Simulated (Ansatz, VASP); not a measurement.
# Two plane-wave programs on Hg

```xyz
1
Lattice="0.0000 2.2249 2.2249 2.2249 0.0000 2.2249 2.2249 2.2249 0.0000" Properties=species:S:1:pos:R:3 pbc="T T T"
Hg    0.0000    0.0000    0.0000
```

Alike in both runs: functional LDA; k mesh 12 × 12 × 12; occupations fermi-dirac, width 0.1 eV; no spin polarisation.

Ansatz relaxed the structure, and its values are those at the end. VASP's run is a single point on that final structure, the one shown.

```csv
,VASP,Ansatz
version,VASP 6.6.1,Ansatz 0.2.0
potentials or method,"VASP PAW LDA potentials, release 64 (Hg), cutoff 520 eV","plane waves (420 eV) with PAW, scalar-relativistic"
valence electrons in the cell,12,20
```

VASP gave:

| Quantity | Value |
| --- | --- |
| pressure (GPa) | 0.6 |

**Question.** Estimate Ansatz's values.

**Answer.** Pressure (GPa): 0.0.

Ansatz warns that its potentials were made for another functional, while VASP's fit it. LDA's correlation is that of Perdew and Zunger in VASP and of Perdew and Wang (1992) in Ansatz. VASP's potentials hold 12 valence electrons a cell and Ansatz's 20, so a difference there can come from the potentials and not from the codes.

Neither program's run includes spin-orbit coupling.
